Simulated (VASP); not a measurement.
Runs of VASP 6.6.1 on GaSb. The structure is that of space group Fm-3m (No. 225), or close to it. The cells are those of the table. 

```csv
task,level,cell,k mesh,cutoff (eV),gap on the mesh (eV),pressure (GPa),relaxed volume (Å³/atom)
relaxation of cell and atoms,r2SCAN+rVV10,"relaxed from a = 4.032 Å, angles 60.0°, 2 atoms",8 × 8 × 8,550,none,0.0,23.43
single point,r2SCAN+rVV10,"a = 4.044 Å, angles 60.0°, 2 atoms",8 × 8 × 8,550,none,0.2,-
single point,PBEsol,"a = 4.032 Å, angles 60.0°, 2 atoms",6 × 6 × 6,500,none,0.1,-
relaxation of cell and atoms,PBEsol,"relaxed from a = 3.917 Å, angles 60.0°, 2 atoms",6 × 6 × 6,500,none,0.0,(a)
```

Alike in all rows: potentials or basis VASP PAW PBE potentials, release 64 (Ga_d, Sb); no spin polarisation; smearing fermi-dirac 0.03 eV.

Question: Estimate the missing entries.

Answer: (a) 23.21.

Caveats: the structure was generated, so it needn't be the stable form of GaSb; the PAW data sets were made with another functional, which shifts forces and pressure a little; spin-orbit coupling is left out, which moves the levels of the heavy elements.

A k mesh can miss the band edges, and the runs leave out spin-orbit coupling on Ga, Sb.

A gap of «none» marks levels without a gap at the run's occupations.
